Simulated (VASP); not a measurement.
Here is a VASP 6.6.1 calculation.

The input INCAR:

```
SYSTEM = Lu4ZrO
PREC = Accurate
ENCUT = 520
EDIFF = 1E-7
ISMEAR = 0
SIGMA = 0.1
LREAL = .FALSE.
LASPH = .TRUE.
NELM = 100
ALGO = Normal
ISIF = 2
LWAVE = .FALSE.
LCHARG = .TRUE.
GGA = PE
LELF = .TRUE.
LVHAR = .TRUE.
NBANDS = 68
```

KPOINTS

```
Automatic mesh
0
G
  4 4 4
  0 0 0
```

The input POSCAR:

```
Lu4ZrO
1.0
    0.0000000000      4.0212372900      4.0212372900
    4.0212372900      0.0000000000      4.0212372900
    4.0212372900      4.0212372900      0.0000000000
Lu Zr O
4 1 1
Direct
    0.8753639800      0.3748786700      0.3748786700
    0.3748786700      0.3748786700      0.3748786700
    0.3748786700      0.8753639800      0.3748786700
    0.3748786700      0.3748786700      0.8753639800
    0.7500000000      0.7500000000      0.7500000000
    0.0000000000      0.0000000000      0.0000000000
```

Potentials or basis: VASP PAW PBE potentials, release 64 (Lu, Zr_sv, O).

Run with:

```bash
$ cat potpaw_PBE.64/Lu/POTCAR potpaw_PBE.64/Zr_sv/POTCAR potpaw_PBE.64/O/POTCAR > POTCAR
$ mpirun -np 1 vasp_std > vasp.out
```

Estimate the pressure.

12.9 GPa.

What does it give for the largest force?

0.366 eV/Å.

Forces in eV/Å, atoms in the order of the input:
```
Lu   0.211 -0.211 -0.211
Lu   0.211  0.211  0.211
Lu  -0.211  0.211 -0.211
Lu  -0.211 -0.211  0.211
Zr   0.000  0.000  0.000
O    0.000  0.000  0.000
```
